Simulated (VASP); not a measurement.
Set up this calculation in VASP 6.6.1, as the native input.

```
Task                   : single point
Functional             : PBE
Potentials or basis    : VASP PAW PBE potentials, release 64 (Cd, Au, Pb_d)
Cutoff                 : 520 eV
k mesh                 : 2 × 2 × 2, shifted
Occupations            : gaussian, width 0.1 eV
Spin                   : no spin polarisation
Dipole correction      : no
Further INCAR settings : LREAL = Auto; ALGO = Fast; EDIFF = 1e-06; NBANDS = 118; ISYM = 0
```

The structure of Cd3Pb10Au3 lies in POSCAR:

```
Cd3Pb10Au3
1.0
   -4.5889248933      4.6487000264     -5.4380934651
    4.5907155114      4.4603905032      5.2479933239
    4.5889666693     -4.4585998851     -5.2480350999
Cd Au Pb
3 3 10
Direct
    0.7811883481      0.5080889390      0.7875507925
    0.7829552101     -0.0070941501      0.2731897509
    0.5133257721      0.5165610102      0.9966693205
    0.5199543638      0.7339687024      0.7849373469
    0.4332562147      0.2616626170      0.1706701093
    0.9329210412      0.7295600498      0.2006541399
    0.2374918471      0.9813871123      0.7171712806
    0.0211378565      0.2544017021      0.7660179154
    0.5404417867      1.0292908479      0.5101356501
    0.2908241056      0.2684251709      0.4887814236
    0.9828963654      0.4803263800      0.5018211339
    0.7204667483      0.7023236345      0.4998454505
    0.9879753090      0.9920727864      0.9947428801
    0.2376199588      0.5195588373      0.2552877599
    0.7204602971      0.2192908649      1.0170746106
    0.2903078359      0.8006850979      1.0211742181
```

The input as run:

INCAR

```
ALGO     = Fast           # electronic algorithm
EDIFF    = 1E-6           # SCF threshold, eV
ENCUT    = 520            # plane-wave cutoff, eV
GGA      = PE             # functional
ISIF     = 2              # what is computed and relaxed
ISMEAR   = 0              # smearing method
ISYM     = 0            
LASPH    = True           # aspherical terms in the spheres
LCHARG   = False          # write CHGCAR
LREAL    = Auto         
LWAVE    = False          # write WAVECAR
NBANDS   = 118            # bands
NELM     = 100            # most SCF steps
PREC     = Accurate       # precision mode
SIGMA    = 0.1            # smearing width, eV
```

KPOINTS

```
Automatic mesh
0
Gamma
  2 2 2
  0.5 0.5 0.5
```

Potentials or basis: VASP PAW PBE potentials, release 64 (Cd, Au, Pb_d).

Launch:

```bash
$ cat potpaw_PBE.64/Cd/POTCAR potpaw_PBE.64/Au/POTCAR potpaw_PBE.64/Pb_d/POTCAR > POTCAR
$ mpirun -np 1 vasp_std > vasp.out
```

Results of the run:

```yaml
Pressure: 0.0 GPa
Largest_force: 0.048 eV/Å
```

Caveat: the k points lie up to 0.49 Å⁻¹ apart.

Wall time 10 min on 1 thread of Oxide Virtual Turin-like Processor, with other jobs on the host, peak memory 0.62 GiB.
